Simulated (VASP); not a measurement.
# FeGe (B20) (P2_13) in VASP: a series of runs

Runs on FeGe (B20). Level: PBE. Tasks: single point.

All numbers are computed with VASP 6.6.1; they aren't measurements. Logs are shortened: lines on timing, memory, paths and dates and some standing lists are left out, and cuts for length are marked.

## 1. The cell of the first run

The structure is cubic, space group P2_13 (No. 198). The conventional cell has a = 4.746 Å, b = 4.746 Å, c = 4.746 Å, α = 90.00°, β = 90.00°, γ = 90.00°. Within 3.2 Å of Fe (site symmetry 3) lie 7 Ge at 2.40 to 2.73 Å and 6 Fe at 2.91 Å. Within 3.2 Å of Ge (site symmetry 3) lie 7 Fe at 2.40 to 2.73 Å and 6 Ge at 2.95 Å.

## 2. Single point, PBE (volume scaled by 1.03)

INCAR reads:

```
SYSTEM = FeGe
  PREC = Accurate
  ENCUT = 520
  EDIFF = 1E-7
  ISMEAR = 0
  SIGMA = 0.03
  LREAL = .False.
  LASPH = .True.
  NELM = 60
  ALGO = Normal
  ISIF = 2
  LWAVE = .False.
  LCHARG = .False.
  GGA = PE
  NBANDS = 54
```

KPOINTS reads:

```
regular mesh
0
Gamma
  10 10 10
  0 0 0
```

POSCAR reads:

```
FeGe
1.0
    4.7460327292      0.0000000000      0.0000000000
    0.0000000000      4.7460327292      0.0000000000
    0.0000000000      0.0000000000      4.7460327292
Fe Ge
4 4
Direct
    0.1282793566      0.1282793566      0.1282793566
    0.3717206434      0.8717206434      0.6282793566
    0.6282793566      0.3717206434      0.8717206434
    0.8717206434      0.6282793566      0.3717206434
    0.8361278549      0.8361278549      0.8361278549
    0.6638721451      0.1638721451      0.3361278549
    0.3361278549      0.6638721451      0.1638721451
    0.1638721451      0.3361278549      0.6638721451
```

Potentials or basis: VASP PAW PBE potentials, release 64 (Fe, Ge_d).

The run is started by

```bash
$ cat potpaw_PBE.64/Fe/POTCAR potpaw_PBE.64/Ge_d/POTCAR > POTCAR
$ mpirun -np 1 vasp_std > vasp.out
```

OUTCAR:

```text
SYSTEM = FeGe
   PREC = Accurate
   ENCUT = 520
   EDIFF = 1E-7
   ISMEAR = 0
   LREAL = .False.
   LASPH = .True.
   NELM = 60
   ISIF = 2
   GGA = PE

 ion  position               nearest neighbor table
   1  0.128  0.128  0.128-   5 2.40   6 2.42   7 2.42   8 2.42   7 2.73   8 2.73   6 2.73   3 2.91
                             4 2.91   2 2.91   2 2.91   4 2.91   3 2.91
   2  0.372  0.872  0.628-   6 2.40   5 2.42   7 2.42   8 2.42   7 2.73   8 2.73   5 2.73   1 2.91
                             1 2.91   3 2.91   3 2.91   4 2.91   4 2.91
   3  0.628  0.372  0.872-   7 2.40   6 2.42   5 2.42   8 2.42   8 2.73   6 2.73   5 2.73   1 2.91
                             4 2.91   2 2.91   2 2.91   4 2.91   1 2.91
   4  0.872  0.628  0.372-   8 2.40   6 2.42   7 2.42   5 2.42   6 2.73   5 2.73   7 2.73   1 2.91
                             3 2.91   2 2.91   1 2.91   2 2.91   3 2.91
   5  0.836  0.836  0.836-   1 2.40   2 2.42   3 2.42   4 2.42   3 2.73   4 2.73   2 2.73
   6  0.664  0.164  0.336-   2 2.40   1 2.42   3 2.42   4 2.42   3 2.73   4 2.73   1 2.73
   7  0.336  0.664  0.164-   3 2.40   2 2.42   1 2.42   4 2.42   4 2.73   2 2.73   1 2.73
   8  0.164  0.336  0.664-   4 2.40   2 2.42   3 2.42   1 2.42   2 2.73   1 2.73   3 2.73

  LATTYP: Found a simple cubic cell.
 ALAT       =     4.7460327292

  Lattice vectors:

 A1 = (   4.7460327292,   0.0000000000,   0.0000000000)
 A2 = (   0.0000000000,   4.7460327292,   0.0000000000)
 A3 = (   0.0000000000,   0.0000000000,   4.7460327292)

Analysis of symmetry for initial positions (statically):
=====================================================================
 Subroutine PRICEL returns:
 Original cell was already a primitive cell.

 Routine SETGRP: Setting up the symmetry group for a
 simple cubic supercell.

 Subroutine GETGRP returns: Found 12 space group operations
 (whereof  3 operations were pure point group operations)
 out of a pool of 48 trial point group operations.

The static configuration has the point symmetry C_3 .
 The point group associated with its full space group is T   .

Analysis of symmetry for dynamics (positions and initial velocities):
=====================================================================
 Subroutine PRICEL returns:
 Original cell was already a primitive cell.

 Routine SETGRP: Setting up the symmetry group for a
 simple cubic supercell.

 Subroutine GETGRP returns: Found 12 space group operations
 (whereof  3 operations were pure point group operations)
 out of a pool of 48 trial point group operations.

The dynamic configuration has the point symmetry C_3 .
 The point group associated with its full space group is T   .

 Subroutine INISYM returns: Found 12 space group operations
 (whereof  3 operations are pure point group operations),
 and found     1 'primitive' translations

----------------------------------------------------------------------------------------

                                     Primitive cell

  volume of cell :     106.9036

  direct lattice vectors                    reciprocal lattice vectors
     4.746032729  0.000000000  0.000000000     0.210702297  0.000000000  0.000000000
     0.000000000  4.746032729  0.000000000     0.000000000  0.210702297  0.000000000
     0.000000000  0.000000000  4.746032729     0.000000000  0.000000000  0.210702297

  length of vectors
     4.746032729  4.746032729  4.746032729     0.210702297  0.210702297  0.210702297

  position of ions in fractional coordinates (direct lattice)
     0.128279357  0.128279357  0.128279357
     0.371720643  0.871720643  0.628279357
     0.628279357  0.371720643  0.871720643
     0.871720643  0.628279357  0.371720643
     0.836127855  0.836127855  0.836127855
     0.663872145  0.163872145  0.336127855
     0.336127855  0.663872145  0.163872145
     0.163872145  0.336127855  0.663872145

  ion indices of the primitive-cell ions
   primitive index   ion index
                 1           1
                 2           2
                 3           3
                 4           4
                 5           5
                 6           6
                 7           7
                 8           8

----------------------------------------------------------------------------------------

 KPOINTS: regular mesh

Automatic generation of k-mesh.
 Grid dimensions read from file:
 generate k-points for:   10   10   10

 Generating k-lattice:

  Cartesian coordinates                     Fractional coordinates (reciprocal lattice)
     0.021070230  0.000000000  0.000000000     0.100000000  0.000000000  0.000000000
     0.000000000  0.021070230  0.000000000     0.000000000  0.100000000  0.000000000
     0.000000000  0.000000000  0.021070230     0.000000000  0.000000000  0.100000000

  Length of vectors
     0.021070230  0.021070230  0.021070230

  Shift w.r.t. Gamma in fractional coordinates (k-lattice)
     0.000000000  0.000000000  0.000000000

 Subroutine IBZKPT returns following result:
 ===========================================

 Found     76 irreducible k-points:

 Following reciprocal coordinates:
            Coordinates               Weight
  0.000000  0.000000  0.000000      1.000000
  0.100000  0.000000  0.000000      6.000000
  0.200000  0.000000  0.000000      6.000000
  0.300000  0.000000  0.000000      6.000000
  0.400000  0.000000  0.000000      6.000000
  0.500000  0.000000  0.000000      3.000000
[... 16 lines left out ...]
  0.300000  0.300000  0.000000     12.000000
  0.400000  0.300000  0.000000     12.000000
 [... further k-points ...]
   k-points           NKPTS =     76   k-points in BZ     NKDIM =     76   number of bands    NBANDS=     54
   number of dos      NEDOS =    301   number of ions     NIONS =      8
   total plane-waves  NPLWV =  46656
   dimension x,y,z NGX =    36 NGY =   36 NGZ =   36
   dimension x,y,z NGXF=    72 NGYF=   72 NGZF=   72
   ions per type =               4   4
   NGX,Y,Z   is equivalent  to a cutoff of  12.61, 12.61, 12.61 a.u.
   NGXF,Y,Z  is equivalent  to a cutoff of  25.22, 25.22, 25.22 a.u.
 SYSTEM =  FeGe
   PREC   = accura    normal or accurate (medium, high low for compatibility)
   ISTART =      0    job   : 0-new  1-cont  2-samecut
   ICHARG =      2    charge: 1-file 2-atom 10-const
   ISPIN  =      1    spin polarized calculation?
   LNONCOLLINEAR =      F non collinear calculations
   LSORBIT =      F    spin-orbit coupling
   LASPH  =      T    aspherical Exc in radial PAW
   ENCUT  =  520.0 eV  38.22 Ry    6.18 a.u.   8.82  8.82  8.82*2*pi/ulx,y,z
   NELM   =     60;   NELMIN=  2; NELMDL= -5     # of ELM steps
   EDIFF  = 0.1E-06   stopping-criterion for ELM
   LREAL  =      F    real-space projection
   EDIFFG = 0.1E-05   stopping-criterion for IOM
   NSW    =      0    number of steps for IOM
   IBRION =     -1    ionic relax: 0-MD 1-quasi-New 2-CG
   NFREE  =      0    steps in history (QN), initial steepest desc. (CG)
   ISIF   =      2    stress and relaxation
   ISYM   =      2    0-nonsym 1-usesym 2-fastsym
   POTIM  = 0.5000    time-step for ionic-motion
   TEBEG  =    0.0;   TEEND  =   0.0 temperature during run
   PSTRESS=    0.0 pullay stress
   NELECT =      88.0000    total number of electrons
   NUPDOWN=      -1.0000    fix difference up-down
   EMIN   =  10.00;   EMAX   =-10.00  energy-range for DOS
   EFERMI =   0.00;   METHOD = LEGACY
   ISMEAR =     0;   SIGMA  =   0.03  broadening in eV -4-tet -1-fermi 0-gaus
   EFERMI_NEDOS =   21; number of points for ismear=-14 and -15
   IALGO  =     38    algorithm
   IMIX   =      4    mixing-type and parameters
     AMIX     =   0.40;   BMIX     =  1.00
     AMIX_MAG =   1.60;   BMIX_MAG =  1.00
  volume/ion in A,a.u.               =      13.36        90.18
  Fermi-wavevector in a.u.,A,eV,Ry     =   1.534281  2.899371 32.028375  2.354019
  Thomas-Fermi vector in A             =   2.641231
   LORBIT       =      0    0 simple, 1 ext, 2 COOP (PROOUT), +10 PAW based schemes
   GGA     = PE    functional components
   LHFCALC =     F    Hartree Fock is set to
   AEXX    =    0.0000 exact exchange contribution
   IVDW    =     0    specifies the selected vdW correction
   LEPSILON=     F    determine dielectric tensor
   LRPA    =     F    only Hartree local field effects (RPA)
 non-spin polarized calculation
 Gauss-broadening in eV      SIGMA  =   0.03
  energy-cutoff  :      520.00
  volume of cell :      106.90
 maximum number of plane-waves:      2912
   NGX = 17   NGY = 17   NGZ = 17

 number of electron      88.0000018 magnetization

 Free energy of the ion-electron system (eV)
  ---------------------------------------------------
  ext. energy  EPLUGINS =         0.00000000
  ---------------------------------------------------
  free energy    TOTEN  =       -51.42275727 eV

  energy without entropy =      -51.42264923  energy(sigma->0) =      -51.42270325

 E-fermi :   7.4293     XC(G=0): -12.6712

 val. band max:        7.3776047049   @ k =   0.3000   0.0000   0.0000
 cond. band min:       7.4800750444   @ k =   0.3000   0.2000   0.0000
 fundamental gap:      0.1024703395
 Fermi energy:         7.4292624018

 k-point     1 :       0.0000    0.0000    0.0000
  band No.  band energies     occupation
      1     -17.0718      2.00000
      2     -17.0718      2.00000
      3     -17.0718      2.00000
      4     -17.0397      2.00000
      5     -17.0397      2.00000
      6     -17.0397      2.00000
[... 46 lines left out ...]
     53      11.2096      0.00000
     54      11.2096      0.00000

 k-point     2 :       0.1000    0.0000    0.0000
  band No.  band energies     occupation
      1     -17.0722      2.00000
      2     -17.0715      2.00000
      3     -17.0714      2.00000
      4     -17.0408      2.00000
      5     -17.0395      2.00000
      6     -17.0365      2.00000
[... 46 lines left out ...]
     53      11.2617      0.00000
     54      11.3064      0.00000

 k-point     3 :       0.2000    0.0000    0.0000
  band No.  band energies     occupation
      1     -17.0728      2.00000
      2     -17.0707      2.00000
      3     -17.0704      2.00000
      4     -17.0441      2.00000
      5     -17.0363      2.00000
      6     -17.0307      2.00000
[... 46 lines left out ...]
     53      11.3544      0.00000
     54      11.4925      0.00000
[... 1084 lines left out ...]
 k-point    23 :       0.3000    0.3000    0.0000
  band No.  band energies     occupation
      1     -17.0730      2.00000
      2     -17.0714      2.00000
      3     -17.0615      2.00000
      4     -17.0435      2.00000
      5     -17.0382      2.00000
      6     -17.0289      2.00000
[... 46 lines left out ...]
     53      10.8744      0.00000
     54      11.0550      0.00000

 k-point    24 :       0.4000    0.3000    0.0000
  band No.  band energies     occupation
      1     -17.0721      2.00000
      2     -17.0709      2.00000
      3     -17.0580      2.00000
      4     -17.0472      2.00000
      5     -17.0387      2.00000
      6     -17.0316      2.00000
[... 46 lines left out ...]
     53      11.0059      0.00000
     54      11.5128      0.00000

 [... further k-points ...]
[... 5 lines left out ...]
  --------------------------------------------------------------------------------------
  -------------------------------------------------------------------------------------
  Total       -6.1937100     -6.1937100     -6.1937100     -0.0000000      0.0000000      0.0000000
  in kB      -92.8259198    -92.8259198    -92.8259198     -0.0000000      0.0000000      0.0000000
  external PRESSURE =     -92.8259198 kB  Pullay stress =       0.0000000 kB

 VOLUME and BASIS-vectors are now :
 -----------------------------------------------------------------------------
  energy-cutoff  :      520.00
  volume of cell :      106.90
      direct lattice vectors                 reciprocal lattice vectors
     4.746032729  0.000000000  0.000000000     0.210702297  0.000000000  0.000000000
     0.000000000  4.746032729  0.000000000     0.000000000  0.210702297  0.000000000
     0.000000000  0.000000000  4.746032729     0.000000000  0.000000000  0.210702297

 POSITION                                       TOTAL-FORCE (eV/Angst)
 -----------------------------------------------------------------------------------
      0.60882      0.60882      0.60882         0.012810      0.012810      0.012810
      1.76420      4.13721      2.98183        -0.012810     -0.012810      0.012810
      2.98183      1.76420      4.13721         0.012810     -0.012810     -0.012810
      4.13721      2.98183      1.76420        -0.012810      0.012810     -0.012810
      3.96829      3.96829      3.96829         0.002055      0.002055      0.002055
      3.15076      0.77774      1.59527        -0.002055     -0.002055      0.002055
      1.59527      3.15076      0.77774         0.002055     -0.002055     -0.002055
      0.77774      1.59527      3.15076        -0.002055      0.002055     -0.002055
 -----------------------------------------------------------------------------------
    total drift:                                0.000000     -0.000000      0.000000

  FREE ENERGIE OF THE ION-ELECTRON SYSTEM (eV)
  ---------------------------------------------------
  free  energy   TOTEN  =       -51.4227572727 eV

  energy  without entropy=      -51.4226492315  energy(sigma->0) =      -51.42270325
```

Wall time 12 min (1 thread of AMD EPYC 7R13, shared host); peak memory 0.41 GiB.

Results:

```yaml
Free_energy: -51.4228 eV
Pressure: -9.3 GPa
Largest_force: 0.022 eV/Å
Band_gap_on_the_k_mesh: 0.10 eV, indirect (least direct gap 0.13 eV)
```

Forces on the atoms (eV/Å):
```
Fe   0.013  0.013  0.013
Fe  -0.013 -0.013  0.013
Fe   0.013 -0.013 -0.013
Fe  -0.013  0.013 -0.013
Ge   0.002  0.002  0.002
Ge  -0.002 -0.002  0.002
Ge   0.002 -0.002 -0.002
Ge  -0.002  0.002 -0.002
```

Levels at points of the mesh, in eV from the valence-band top:
```tsv
k point	band 41	band 42	band 43	band 44	band 45	band 46	band 47	band 48
(0.00, 0.00, 0.00)	-0.22	-0.22	-0.04	-0.04	0.39	0.39	0.39	2.11
(0.50, 0.00, 0.00)	-0.29	-0.29	-0.02	-0.02	0.13	0.13	1.35	1.35
(0.50, 0.50, 0.00)	-0.80	-0.80	-0.27	-0.27	0.51	0.51	0.86	0.86
(0.50, 0.50, 0.50)	-0.45	-0.45	-0.45	-0.45	0.34	0.34	0.34	0.34
```

 Spin polarisation is off, so any magnetic state and its effect on volume and gap are missing.

## 3. Single point, PBE (volume scaled by 0.85)

INCAR reads:

```
SYSTEM = FeGe
ALGO = Normal ; EDIFF = 1E-6
ENCUT = 520 ; GGA = PE
ISIF = 2 ; ISMEAR = 0
LASPH = .TRUE. ; LCHARG = .FALSE.
LREAL = .FALSE. ; LWAVE = .FALSE.
NBANDS = 54 ; NELM = 100
PREC = Accurate ; SIGMA = 0.03
```

KPOINTS reads:

```
k-points
0
G
  10 10 10
  0 0 0
```

POSCAR reads:

```
FeGe
1.0
    4.4516870807      0.0000000000      0.0000000000
    0.0000000000      4.4516870807      0.0000000000
    0.0000000000      0.0000000000      4.4516870807
Fe Ge
4 4
Direct
    0.1389703055      0.1389703055      0.1389703055
    0.3610296945      0.8610296945      0.6389703055
    0.6389703055      0.3610296945      0.8610296945
    0.8610296945      0.6389703055      0.3610296945
    0.8405734396      0.8405734396      0.8405734396
    0.6594265604      0.1594265604      0.3405734396
    0.3405734396      0.6594265604      0.1594265604
    0.1594265604      0.3405734396      0.6594265604
```

Potentials or basis: VASP PAW PBE potentials, release 64 (Fe, Ge_d).

The run is started by

```bash
$ cat potpaw_PBE.64/Fe/POTCAR potpaw_PBE.64/Ge_d/POTCAR > POTCAR
$ mpirun -np 1 vasp_std > vasp.out
```

Wall time 2.5 min (1 thread of Intel Xeon 6975P-C (Granite Rapids), shared host); peak memory 0.39 GiB.

It converged, with:

| Property | Result |
| --- | --- |
| Free energy | -50.6486 eV |
| Pressure | 30.1 GPa |
| Largest force | 0.035 eV/Å |
| Band gap on the k mesh | 0.10 eV, indirect (least direct gap 0.13 eV) |

Forces in eV/Å, atoms in the order of the input:
```
Fe   0.020  0.020  0.020
Fe  -0.020 -0.020  0.020
Fe   0.020 -0.020 -0.020
Fe  -0.020  0.020 -0.020
Ge   0.001  0.001  0.001
Ge  -0.001 -0.001  0.001
Ge   0.001 -0.001 -0.001
Ge  -0.001  0.001 -0.001
```

Levels at points of the mesh, in eV from the valence-band top:
| k point | band 42 | band 43 | band 44 | band 45 | band 46 | band 47 |
| --- | --- | --- | --- | --- | --- | --- |
| (0.00, 0.00, 0.00) | -0.25 | -0.08 | -0.08 | 0.58 | 0.58 | 0.58 |
| (0.50, 0.00, 0.00) | -0.39 | -0.01 | -0.01 | 0.16 | 0.16 | 1.77 |
| (0.50, 0.50, 0.00) | -1.04 | -0.35 | -0.35 | 0.60 | 0.60 | 1.16 |
| (0.50, 0.50, 0.50) | -0.62 | -0.62 | -0.62 | 0.40 | 0.40 | 0.40 |

 Spin polarisation is off, so any magnetic state and its effect on volume and gap are missing.

## 4. Single point, PBE (volume scaled by 0.88)

INCAR reads:

```
  PREC = Accurate
  ENCUT = 520
  EDIFF = 1E-6
  ISMEAR = 0
  SIGMA = 0.03
  LREAL = F
  LASPH = T
  NELM = 80
  ALGO = Normal
  ISIF = 2
  LWAVE = F
  LCHARG = F
  GGA = PE
  NBANDS = 54
```

KPOINTS reads:

```
regular mesh
0
Gamma
  10 10 10
```

POSCAR reads:

```
FeGe
1.0
    4.5034555237      0.0000000000      0.0000000000
    0.0000000000      4.5034555237      0.0000000000
    0.0000000000      0.0000000000      4.5034555237
Fe Ge
4 4
Direct
    0.1376104914      0.1376104914      0.1376104914
    0.3623895086      0.8623895086      0.6376104914
    0.6376104914      0.3623895086      0.8623895086
    0.8623895086      0.6376104914      0.3623895086
    0.8399988112      0.8399988112      0.8399988112
    0.6600011888      0.1600011888      0.3399988112
    0.3399988112      0.6600011888      0.1600011888
    0.1600011888      0.3399988112      0.6600011888
```

The run is started by

```bash
$ cat potpaw_PBE.64/Fe/POTCAR potpaw_PBE.64/Ge_d/POTCAR > POTCAR
$ mpirun -np 1 vasp_std > vasp.out
```

It took 2.6 min on 1 thread of Intel Xeon 6975P-C (Granite Rapids), shared host; peak memory 0.4 GiB.

The run converged. Its results:

- Free energy: -51.1320 eV
- Pressure: 20.0 GPa
- Largest force: 0.033 eV/Å
- Band gap on the k mesh: 0.11 eV, indirect (least direct gap 0.13 eV)

Forces on the atoms (eV/Å):
```
Fe   0.019  0.019  0.019
Fe  -0.019 -0.019  0.019
Fe   0.019 -0.019 -0.019
Fe  -0.019  0.019 -0.019
Ge   0.001  0.001  0.001
Ge  -0.001 -0.001  0.001
Ge   0.001 -0.001 -0.001
Ge  -0.001  0.001 -0.001
```

Levels at points of the mesh, in eV from the valence-band top:
```csv
k point,band 40,band 41,band 42,band 43,band 44,band 45,band 46,band 47,band 48,band 49
"(0.00, 0.00, 0.00)",-0.24,-0.24,-0.24,-0.07,-0.07,0.55,0.55,0.55,2.59,2.59
"(0.50, 0.00, 0.00)",-1.16,-0.37,-0.37,-0.01,-0.01,0.15,0.15,1.69,1.69,1.85
"(0.50, 0.50, 0.00)",-1.14,-0.99,-0.99,-0.33,-0.33,0.58,0.58,1.10,1.10,2.35
"(0.50, 0.50, 0.50)",-0.66,-0.59,-0.59,-0.59,-0.59,0.39,0.39,0.39,0.39,5.26
```

## 5. Summary

```tsv
cell	gap on the mesh (eV)	pressure (GPa)	largest force (eV/Å)
a = 4.746 Å, 8 atoms	0.10	-9.3	0.02
a = 4.452 Å, 8 atoms	0.10	30.1	0.04
a = 4.503 Å, 8 atoms	0.11	20.0	0.03
```

Alike in all rows: task single point; level PBE; potentials or basis VASP PAW PBE potentials, release 64 (Fe, Ge_d); no spin polarisation; k mesh 10 × 10 × 10; cutoff (eV) 520; smearing gaussian 0.03 eV.

Absolute energies hang on the potentials; compare differences alone.
